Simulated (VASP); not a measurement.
# W (Fmmm) in VASP: notebook

The runs below take W through single point, with PBEsol.

Everything below comes from runs of VASP 6.6.1. Logs are shortened: lines on timing, memory, paths and dates and some standing lists are left out, and cuts for length are marked.

### 1 The cell of the first run

The structure is orthorhombic, space group Fmmm (No. 69). Conventional cell: a = 3.154 Å, b = 4.444 Å, c = 4.478 Å, α = 90.00°, β = 90.00°, γ = 90.00°. Within 3.6 Å of W (site symmetry mmm) lie 14 W at 2.72 to 3.15 Å.

### 2 Single point, PBEsol (strain +0.0075 x Voigt [0, 0, 0, 1, 0, 0])

INCAR reads:

```
SYSTEM = W
ALGO = Fast
EDIFF = 1E-6
ENCUT = 520
GGA = PS
ISIF = 2
ISMEAR = 0
LASPH = .TRUE.
LCHARG = .FALSE.
LREAL = .FALSE.
LWAVE = .FALSE.
NBANDS = 13
NELM = 80
PREC = Accurate
SIGMA = 0.15
```

KPOINTS reads:

```
k-points
0
G
  26 26 26
  0 0 0
```

POSCAR reads:

```
W
1.0
   -1.5771801398      1.5830945653      1.5830945653
    1.5771801398     -1.5712657143      1.5712657143
    1.5771801398      1.5712657143     -1.5712657143
W
1
Direct
    0.0000000000      0.0000000000      0.0000000000
```

Potentials or basis: VASP PAW PBE potentials, release 64 (W_sv).

The run is started by

```console
$ cat potpaw_PBE.64/W_sv/POTCAR > POTCAR
$ mpirun -np 1 vasp_std > vasp.out
```

OUTCAR:

```text
SYSTEM = W
   EDIFF = 1E-6
   ENCUT = 520
   GGA = PS
   ISIF = 2
   ISMEAR = 0
   LASPH = .TRUE.
   LREAL = .FALSE.
   NELM = 80
   PREC = Accurate

 ion  position               nearest neighbor table
   1  0.000  0.000  0.000-

  LATTYP: Found a face centered orthorhombic cell.
 ALAT       =     3.1543602796
 B/A-ratio  =     1.4089102615
 C/A-ratio  =     1.4195168632

  Lattice vectors:

 A1 = (   0.0000000000,   3.1543602796,   0.0118288510)
 A2 = (   1.5771801398,   1.5830945653,   1.5830945653)
 A3 = (   1.5771801398,   1.5712657143,  -1.5712657143)

Analysis of symmetry for initial positions (statically):
=====================================================================
 Subroutine PRICEL returns:
 Original cell was already a primitive cell.

 Routine SETGRP: Setting up the symmetry group for a
 face centered orthorhombic supercell.

 Subroutine GETGRP returns: Found  8 space group operations
 (whereof  8 operations were pure point group operations)
 out of a pool of  8 trial point group operations.

The static configuration has the point symmetry D_2h.

Analysis of symmetry for dynamics (positions and initial velocities):
=====================================================================
 Subroutine PRICEL returns:
 Original cell was already a primitive cell.

 Routine SETGRP: Setting up the symmetry group for a
 face centered orthorhombic supercell.

 Subroutine GETGRP returns: Found  8 space group operations
 (whereof  8 operations were pure point group operations)
 out of a pool of  8 trial point group operations.

The dynamic configuration has the point symmetry D_2h.

 Subroutine INISYM returns: Found  8 space group operations
 (whereof  8 operations are pure point group operations),
 and found     1 'primitive' translations

----------------------------------------------------------------------------------------

                                     Primitive cell

  volume of cell :      15.6927

  direct lattice vectors                    reciprocal lattice vectors
    -1.577180140  1.583094565  1.583094565     0.000000000  0.315837102  0.315837102
     1.577180140 -1.571265714  1.571265714     0.317021491 -0.001188847  0.317025949
     1.577180140  1.571265714 -1.571265714     0.317021491  0.317025949 -0.001188847

  length of vectors
     2.738589783  2.724931024  2.724931024     0.446661113  0.448340821  0.448340821

  position of ions in fractional coordinates (direct lattice)
     0.000000000  0.000000000  0.000000000

  ion indices of the primitive-cell ions
[... 83 lines left out ...]
   TEBEG  =    0.0;   TEEND  =   0.0 temperature during run
   PSTRESS=    0.0 pullay stress
   NELECT =      14.0000    total number of electrons
   NUPDOWN=      -1.0000    fix difference up-down
   EMIN   =  10.00;   EMAX   =-10.00  energy-range for DOS
   EFERMI =   0.00;   METHOD = LEGACY
   ISMEAR =     0;   SIGMA  =   0.15  broadening in eV -4-tet -1-fermi 0-gaus
   EFERMI_NEDOS =   21; number of points for ismear=-14 and -15
   IALGO  =     68    algorithm
   IMIX   =      4    mixing-type and parameters
     AMIX     =   0.40;   BMIX     =  1.00
     AMIX_MAG =   1.60;   BMIX_MAG =  1.00
  volume/ion in A,a.u.               =      15.69       105.90
  Fermi-wavevector in a.u.,A,eV,Ry     =   1.575983  2.978176 33.793103  2.483723
  Thomas-Fermi vector in A             =   2.676885
   LORBIT       =      0    0 simple, 1 ext, 2 COOP (PROOUT), +10 PAW based schemes
   GGA     = PS    functional components
   LHFCALC =     F    Hartree Fock is set to
   AEXX    =    0.0000 exact exchange contribution
   IVDW    =     0    specifies the selected vdW correction
   LEPSILON=     F    determine dielectric tensor
   LRPA    =     F    only Hartree local field effects (RPA)
 non-spin polarized calculation
 RMM-DIIS sequential band-by-band and
 Gauss-broadening in eV      SIGMA  =   0.15
  energy-cutoff  :      520.00
  volume of cell :       15.69
 maximum number of plane-waves:       437
   NGX = 11   NGY = 11   NGZ = 11

 number of electron      14.0000004 magnetization

 Free energy of the ion-electron system (eV)
  ---------------------------------------------------
  ext. energy  EPLUGINS =         0.00000000
  ---------------------------------------------------
  free energy    TOTEN  =       -13.80725974 eV

  energy without entropy =      -13.80220779  energy(sigma->0) =      -13.80473376

 E-fermi :  11.4299     XC(G=0): -13.8182

 val. band max:       11.4287562718   @ k =  -0.2692   0.3462   0.1923
 cond. band min:      11.4317457646   @ k =   0.2308   0.5000   0.5000
 fundamental gap:      0.0029894928
 Fermi energy:        11.4298770106

 k-point     1 :       0.0000    0.0000    0.0000
  band No.  band energies     occupation
      1     -62.7127      2.00000
      2     -26.2668      2.00000
      3     -26.2548      2.00000
      4     -26.2431      2.00000
      5       1.7121      2.00000
      6      10.1018      2.00000
      7      10.1671      2.00000
      8      10.2362      2.00000
      9      13.6809      0.00000
     10      13.6830      0.00000
     11      25.9161      0.00000
     12      25.9859      0.00000
     13      26.0554      0.00000
[... 354 lines left out ...]
  band No.  band energies     occupation
      1     -62.5980      2.00000
      2     -27.3744      2.00000
      3     -26.6112      2.00000
      4     -26.2608      2.00000
      5       5.0974      2.00000
      6       8.1086      2.00000
      7      10.2569      2.00000
      8      13.5645      0.00000
      9      14.3624      0.00000
     10      15.7192      0.00000
     11      24.2343      0.00000
     12      24.8412      0.00000
     13      31.1969      0.00000

 [... further k-points ...]

------------------------ aborting loop because EDIFF is reached ----------------------------------------

  FORCE on cell =-STRESS in cart. coord.  units (eV):
  Direction    XX          YY          ZZ          XY          YZ          ZX
  --------------------------------------------------------------------------------------
  -------------------------------------------------------------------------------------
  Total        0.0515301      0.0511645      0.0511645      0.0000000     -0.1136853     -0.0000000
  in kB        5.2610676      5.2237379      5.2237379      0.0000000    -11.6069249     -0.0000000
  external PRESSURE =       5.2361811 kB  Pullay stress =       0.0000000 kB

 VOLUME and BASIS-vectors are now :
 -----------------------------------------------------------------------------
  energy-cutoff  :      520.00
  volume of cell :       15.69
      direct lattice vectors                 reciprocal lattice vectors
    -1.577180140  1.583094565  1.583094565     0.000000000  0.315837102  0.315837102
     1.577180140 -1.571265714  1.571265714     0.317021491 -0.001188847  0.317025949
     1.577180140  1.571265714 -1.571265714     0.317021491  0.317025949 -0.001188847

 POSITION                                       TOTAL-FORCE (eV/Angst)
 -----------------------------------------------------------------------------------
      0.00000      0.00000      0.00000         0.000000     -0.000000     -0.000000
 -----------------------------------------------------------------------------------
    total drift:                                0.000000     -0.000000      0.000000

  FREE ENERGIE OF THE ION-ELECTRON SYSTEM (eV)
  ---------------------------------------------------
  free  energy   TOTEN  =       -13.8072597369 eV

  energy  without entropy=      -13.8022077902  energy(sigma->0) =      -13.80473376
```

stdout:

```text
POSCAR found type information on POSCAR W
 POSCAR found :  1 types and       1 ions
 scaLAPACK will be used
 -----------------------------------------------------------------------------
|                                                                             |
|                                                                             |
|     You enforced a specific xc type in the INCAR file but a different       |
|     I HOPE YOU KNOW WHAT YOU ARE DOING!                                     |
|                                                                             |
 -----------------------------------------------------------------------------

 LDA part: xc-table for (Slater+PW92), standard interpolation
 POSCAR, INCAR and KPOINTS ok, starting setup
 FFT: planning ... GRIDC
 FFT: planning ... GRID_SOFT
 FFT: planning ... GRID
 WAVECAR not read
 entering main loop
WARNING in EDDRMM: call to ZHEGV failed, returncode =   8  4     13
WARNING in EDDRMM: call to ZHEGV failed, returncode =   8  4     12
```

Run time: 2.4 min. Hardware: 1 thread of Intel Xeon 6975P-C (Granite Rapids), shared host; peak memory 0.53 GiB.

Results:

```
Free energy            : -13.8073 eV
Pressure               : 0.5 GPa
Band gap on the k mesh : zero (bands 7 and 8 overlap by 6.40 eV)
```

Stress tensor (GPa, compression positive):
```
 0.53  0.00  0.00
 0.00  0.52 -1.16
 0.00 -1.16  0.52
```

Levels at points of the mesh, in eV from the Fermi level:
```tsv
k point	band 3	band 4	band 5	band 6	band 7	band 8	band 9	band 10	band 11	band 12
(0.00, 0.00, 0.00)	-37.68	-37.67	-9.72	-1.33	-1.26	-1.19	2.25	2.25	14.49	14.56
(0.50, 0.00, 0.00)	-38.11	-37.68	-6.37	-3.65	0.66	2.21	3.21	6.20	11.12	11.58
(0.00, 0.50, 0.00)	-38.12	-37.69	-6.36	-3.63	0.72	2.16	3.14	6.25	11.23	11.52
(0.00, 0.50, 0.50)	-38.13	-37.70	-6.36	-3.61	0.79	2.11	3.08	6.30	11.33	11.46
(0.50, 0.50, 0.50)	-38.62	-38.60	-5.94	-5.94	5.16	5.24	5.33	8.28	8.33	8.37
```

Caveat: the cell differs from its parent crystal (strain +0.0075 x Voigt [0, 0, 0, 1, 0, 0]); the PAW data sets were made with another functional, which shifts forces and pressure a little; spin-orbit coupling is left out, which moves the levels of the heavy elements.

### 3 Single point, PBEsol (strain +0.0025 x Voigt [0, 0, 0, 1, 0, 0])

INCAR reads:

```
ALGO = Fast
EDIFF = 1E-6
ENCUT = 520
GGA = PS
ISIF = 2
ISMEAR = 0
LASPH = T
LCHARG = T
LELF = T
LREAL = F
LVHAR = T
LWAVE = F
NBANDS = 13
NELM = 100
PREC = Accurate
SIGMA = 0.15
```

KPOINTS reads:

```
k-points
0
Gamma
  26 26 26
```

POSCAR reads:

```
W
1.0
   -1.5771801398      1.5791516150      1.5791516150
    1.5771801398     -1.5752086646      1.5752086646
    1.5771801398      1.5752086646     -1.5752086646
W
1
Direct
    0.0000000000      0.0000000000      0.0000000000
```

Potentials or basis: VASP PAW PBE potentials, release 64 (W_sv).

The run is started by

```console
$ cat potpaw_PBE.64/W_sv/POTCAR > POTCAR
$ mpirun -np 1 vasp_std > vasp.out
```

Run time: 2.6 min. Hardware: 1 thread of Intel Xeon 6975P-C (Granite Rapids), shared host; peak memory 0.53 GiB.

Results (log left out):

```yaml
Free_energy: -13.8076 eV
Pressure: 0.5 GPa
Band_gap_on_the_k_mesh: zero (bands 7 and 8 overlap by 6.45 eV)
```

Stress tensor (GPa, compression positive):
```
 0.51  0.00  0.00
 0.00  0.51 -0.39
 0.00 -0.39  0.51
```

Levels at points of the mesh, in eV from the Fermi level:
```tsv
k point	band 5	band 6	band 7	band 8	band 9	band 10
(0.00, 0.00, 0.00)	-9.72	-1.28	-1.26	-1.24	2.25	2.25
(0.50, 0.00, 0.00)	-6.37	-3.64	0.70	2.17	3.17	6.23
(0.00, 0.50, 0.00)	-6.37	-3.63	0.72	2.15	3.14	6.25
(0.00, 0.50, 0.50)	-6.36	-3.63	0.74	2.14	3.12	6.27
(0.50, 0.50, 0.50)	-5.94	-5.94	5.21	5.24	5.27	8.31
```

Caveat: the cell differs from its parent crystal (strain +0.0025 x Voigt [0, 0, 0, 1, 0, 0]); the PAW data sets were made with another functional, which shifts forces and pressure a little; spin-orbit coupling is left out, which moves the levels of the heavy elements.
